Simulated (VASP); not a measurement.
# Zn: single point with LDA

Crystal: Zn.

```xyz
2
Lattice="2.5710 0.0000 0.0000 -1.2855 2.2265 0.0000 0.0000 0.0000 4.7362" Properties=species:S:1:pos:R:3 pbc="T T T"
Zn    0.0000    1.4844    1.1840
Zn    1.2855    0.7422    3.5521
```

```
Program             : VASP 6.6.1
Task                : single point
Functional          : LDA
Potentials or basis : VASP PAW LDA potentials, release 64 (Zn)
Cutoff              : 520 eV
k mesh              : 14 × 14 × 7
Occupations         : methfessel-paxton, width 0.2 eV
Spin                : no spin polarisation
```

| Quantity | Value |
| --- | --- |
| Pressure | 0.7 GPa |
| Band gap on the k mesh | zero (band 12 reaches 5.21 eV, above the bottom of band 13 at 0.86 eV) |

Stress tensor (GPa, compression positive):
```
 1.68  0.00  0.00
 0.00  1.68  0.00
 0.00  0.00 -1.17
```

Levels at points of the mesh, in eV from the Fermi level:
```tsv
k point	band 9	band 10	band 11	band 12	band 13	band 14	band 15	band 16
(0.00, 0.00, 0.00)	-7.55	-7.28	-7.28	-4.09	-2.82	14.97	18.76	18.76
(0.50, 0.00, 0.00)	-7.08	-7.05	-3.15	-2.22	2.99	3.73	4.86	6.15
```

Wall time 25 s on 1 thread of AMD EPYC 7R13 Processor (Zen 3) (shared host), peak memory 0.12 GiB.
